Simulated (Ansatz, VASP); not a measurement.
# Two plane-wave programs on Ca2SeO

The input POSCAR:

```
Ca2SeO
1.0
    3.8828618427      0.0000000000      0.0000000000
    0.0000000000      3.8828618427      0.0000000000
    0.0000000000      0.0000000000      5.2153321130
O Ca Se
1 2 1
Direct
    0.0000000000      0.0000000000      0.0000000000
    0.0000000000      0.0000000000      0.5000000000
    0.5000000000      0.5000000000      0.0000000000
    0.5000000000      0.5000000000      0.5000000000
```

The input INCAR.step1:

```
PREC = Accurate
ENCUT = 520
ISMEAR = 0
SIGMA = 0.01
LREAL = F
LASPH = T
NELM = 60
NBANDS = 24
GGA = PE
ALGO = Normal
EDIFF = 1E-4
LWAVE = T
LCHARG = F
```

Contents of INCAR.step2:

```
PREC = Accurate
ENCUT = 520
EDIFF = 1E-6
ISMEAR = 0
SIGMA = 0.01
LREAL = F
LASPH = T
NELM = 60
ALGO = Normal
ISIF = 2
LWAVE = F
LCHARG = F
METAGGA = R2SCAN
LMIXTAU = T
NBANDS = 24
ISTART = 1
```

The input KPOINTS:

```
regular mesh
0
Gamma
  6 6 6
```

Input for Ansatz:

```yaml
crystal:
  lattice:
    - [3.8828618427, 0.0, 0.0]
    - [0.0, 3.8828618427, 0.0]
    - [0.0, 0.0, 5.215332113]
  atoms:
    - { symbol: O, position: [0.0, 0.0, 0.0] }
    - { symbol: Ca, position: [0.0, 0.0, 0.5] }
    - { symbol: Se, position: [0.5, 0.5, 0.5] }
    - { symbol: Ca, position: [0.5, 0.5, 0.0] }
kpoints:
  mp_grid: { grid: [6, 6, 6] }
  band_path:
    path:
      - [0.0, 0.0, 0.0]
      - [0.0, 0.5, 0.0]
      - [0.5, 0.5, 0.0]
      - [0.0, 0.0, 0.5]
      - [0.0, 0.5, 0.5]
      - [0.5, 0.5, 0.5]
    npoints: 1
hamiltonian:
  xc: r2scan
scf:
  occupations: { method: fixed }
  n_extra_bands: 5
output:
  forces: true
  stress: true
  eigenvalues: true
```

Change from the starting cell: uniaxial_z strain -5.1%.

Alike in both runs: task single point; functional r2SCAN; k mesh 6 × 6 × 6; no spin polarisation.

```csv
,VASP,Ansatz
version,VASP 6.6.1,Ansatz 0.2.0
potentials or method,"VASP PAW PBE potentials, release 64 (O, Ca_sv, Se)","plane waves, PAW"
plane-wave cutoff (eV),520,500
occupations,"gaussian, width 0.01 eV",fixed
valence electrons in the cell,32,42
```

Ansatz gave:

```
gap on the k mesh at the Fermi level (eV) : 2.44
pressure (GPa)                            : 4.4
```

Q: Which values does VASP return?

A: gap on the k mesh at the Fermi level (eV): 2.43; pressure (GPa): 4.9.

VASP's potentials were made for PBE, not for r2SCAN. VASP's potentials hold 32 valence electrons a cell and Ansatz's 42, so a difference there can come from the potentials and not from the codes.
